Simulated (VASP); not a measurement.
Crystal: KI.

```
CELL_PARAMETERS angstrom
6.03883 0.00000 0.00000
-3.01941 5.22978 0.00000
0.00000 0.00000 7.03911
ATOMIC_POSITIONS crystal
K 0.33333 0.66667 0.25000
K 0.66667 0.33333 0.75000
I 0.66667 0.33333 0.25000
I 0.33333 0.66667 0.75000
```

Base run:

```yaml
Program: VASP 6.6.1
Functional: PBE
Potentials_or_basis: VASP PAW PBE potentials, release 64 (K_sv, I)
Cutoff: 520 eV
k_mesh: 6 × 6 × 4
Occupations: gaussian, width 0.01 eV
Spin: no spin polarisation
```

Its results: band gap on the k mesh 3.79 eV; pressure 0.3 GPa.

Q: The run is repeated on the same cell with these changes: functional from PBE to r2SCAN. What comes out?

A: Band gap on the k mesh 4.35 eV; pressure 0.0 GPa.

Caveats: spin-orbit coupling is left out, which moves the levels of the heavy elements; the PAW data sets were made with another functional, which shifts forces and pressure a little (at least some runs).

A k mesh can miss the band edges.
